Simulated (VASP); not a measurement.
A run of VASP 6.6.1:

File INCAR:

```
PREC     = Accurate       # precision mode
ENCUT    = 520            # plane-wave cutoff, eV
EDIFF    = 1E-7           # SCF threshold, eV
ISMEAR   = -1             # smearing method
SIGMA    = 0.05           # smearing width, eV
LREAL    = False          # projectors in reciprocal space
LASPH    = True           # aspherical terms in the spheres
NELM     = 150            # most SCF steps
ALGO     = Normal         # electronic algorithm
ISIF     = 2              # what is computed and relaxed
LWAVE    = False          # write WAVECAR
LCHARG   = False          # write CHGCAR
ISPIN    = 2              # spin polarisation
MAGMOM   = 0 0 3 3 0 0 0 0 0 # initial moments
LORBIT   = 11             # projections on sites
LMAXMIX  = 4              # l up to which the mixer works
GGA      = PE             # functional
NBANDS   = 47             # bands
```

The input KPOINTS:

```
Automatic mesh
0
Gamma
  3 3 2
```

The input POSCAR:

```
CsLiCr2Te2S3
1.0
    3.4522984987     -5.1400093915      0.0218330590
    3.4522984987      5.1400093915      0.0218330590
   -2.8998006296      0.0000000000      7.4491288519
Cs Li Cr Te S
1 1 2 2 3
Direct
    0.0909323711      0.0909323711      0.0094363947
    0.5883780695      0.5883780695      0.5558012771
    0.0629882945      0.4754948086      0.5590889987
    0.4754948086      0.0629882945      0.5590889987
    0.5570198684      0.8617381267      0.2886021088
    0.8617381267      0.5570198684      0.2886021088
    0.8165392759      0.3984283504      0.7327392598
    0.3984283504      0.8165392759      0.7327392598
    0.2159308350      0.2159308350      0.4829415935
```

Potentials or basis: VASP PAW PBE potentials, release 64 (Cs_sv, Li_sv, Cr_pv, Te, S).

The run is started by

```sh
$ cat potpaw_PBE.64/Cs_sv/POTCAR potpaw_PBE.64/Li_sv/POTCAR potpaw_PBE.64/Cr_pv/POTCAR potpaw_PBE.64/Te/POTCAR potpaw_PBE.64/S/POTCAR > POTCAR
$ mpirun -np 1 vasp_std > vasp.out
```

Hardware: 1 thread of AMD EPYC 7R13 Processor (Zen 3), on a shared host.

Task: How long does it take, and how much memory?

Result: It took 5.6 min on 1 thread of AMD EPYC 7R13 Processor (Zen 3) (shared host), peak memory 0.54 GiB. Counts: scf iterations 21, k points 8.
